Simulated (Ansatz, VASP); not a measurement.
## P in VASP and in Ansatz

```
P
1.0
     1.63261   -4.82932    0.00000
     1.63261    4.82932    0.00000
     0.00000    0.00000    4.52572
P
4
Direct
  0.09509 0.90491 0.96665
  0.59509 0.40491 0.53335
  0.90491 0.09509 0.03335
  0.40491 0.59509 0.46665
```

Alike in both runs: task single point; functional PBE; k mesh 12 × 12 × 8; occupations gaussian, width 0.05 eV; no spin polarisation.

```csv
,VASP,Ansatz
version,VASP 6.6.1,Ansatz 0.2.0
potentials or method,"VASP PAW PBE potentials, release 64 (P), cutoff 520 eV","scalar-relativistic, plane waves, PAW"
valence electrons in the cell,20,20
```

```tsv
	VASP	Ansatz	Ansatz less VASP
gap on the k mesh at the Fermi level (eV)	none	none	-
pressure (GPa)	17.2	17.8	+0.58
traceless stress, the component that is largest in VASP (GPa)	46.15	46.96	+0.812
rms of the force components (eV/Å)	4.361	4.463	+0.1024
```

Atom by atom the forces differ by 0.106 eV/Å (rms over components). A gap of «none» marks a metal or a gap that the smearing closes. The functional is the same, so the differences come from potentials, cutoffs and numerics.
